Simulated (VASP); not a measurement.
TaAl5Au:

```
Ta Al Au
1.0
     4.00001    0.00000    0.00000
     0.00000    4.00001    0.00000
     0.00000    0.00000    6.39616
Ta Al Au
1 5 1
Direct
  0.00000 0.00000 0.00000
  0.00000 0.50000 0.29802
  0.00000 0.50000 0.70198
  0.50000 0.00000 0.29802
  0.50000 0.00000 0.70198
  0.50000 0.50000 0.00000
  0.00000 0.00000 0.50000
```

| Quantity | Value |
| --- | --- |
| Program | VASP 6.6.1 |
| Task | relaxation of cell and atoms |
| Functional | PBE |
| Potentials or basis | VASP PAW PBE potentials, release 64 (Ta_pv, Al, Au) |
| Cutoff | 600 eV |
| k mesh | 4 × 4 × 4 |
| Occupations | gaussian, width 0.1 eV |
| Spin | no spin polarisation |

At the start: pressure 29.3 GPa; volume 14.62 Å³/atom.

**Question.** Where does the relaxation end?

**Answer.** Over 23 steps the energy falls by 337.2 meV/atom and the volume is 17.31 Å³/atom (+18.4 %); space group P4/mmm (No. 123, to 0.05 Å).

The path:
```tsv
step	energy change (eV)	largest force (eV/Å)	pressure (GPa)	volume (Å³)
1	0.0000	2.4481	29.27	102.34
2	-0.6169	0.3846	-13.46	147.20
3	-1.9098	0.8525	-1.80	123.30
4	-1.9101	0.8702	-1.41	122.86
5	-2.0324	0.5267	-0.15	121.24
6	-2.0896	0.0133	2.24	118.84
7	-2.0913	0.1009	1.84	119.21
8	-2.1041	0.0777	-1.11	122.42
9	-2.1078	0.0236	-0.20	121.36
10	-2.1150	0.0540	-0.21	121.36
11	-2.1592	0.1129	-0.17	121.36
12	-2.2698	0.0759	-0.06	121.19
13	-2.3475	0.0937	0.86	120.27
14	-1.4478	0.1384	7.13	116.29
15	-2.3527	0.1136	1.03	120.08
16	-2.3516	0.0943	1.25	119.81
17	-2.3539	0.1047	1.13	119.94
18	-2.3555	0.0596	0.38	120.77
19	-2.3562	0.0765	0.64	120.47
20	-2.3582	0.0711	0.38	120.77
21	-2.3594	0.0621	-0.07	121.27
22	-2.3598	0.0513	-0.07	121.24
23	-2.3605	0.0187	-0.04	121.16
```

Final structure:
```cif
data_structure
_symmetry_space_group_name_H-M 'P 1'
_symmetry_Int_Tables_number 1
_cell_length_a 3.9143
_cell_length_b 3.9143
_cell_length_c 7.9077
_cell_angle_alpha 90.000
_cell_angle_beta 90.000
_cell_angle_gamma 90.000
_cell_volume 121.16
loop_
_atom_site_label
_atom_site_type_symbol
_atom_site_fract_x
_atom_site_fract_y
_atom_site_fract_z
_atom_site_occupancy
Ta1 Ta 0.00000 0.00000 0.00000 1
Al1 Al 0.00000 0.50000 0.26830 1
Al2 Al 0.00000 0.50000 0.73170 1
Al3 Al 0.50000 0.00000 0.26830 1
Al4 Al 0.50000 0.00000 0.73170 1
Al5 Al 0.50000 0.50000 0.00000 1
Au1 Au 0.00000 0.00000 0.50000 1
```

Caveat: the k points lie up to 0.40 Å⁻¹ apart in the final cell; the volume moved by over 15 % at a fixed basis, so the end points are rough.
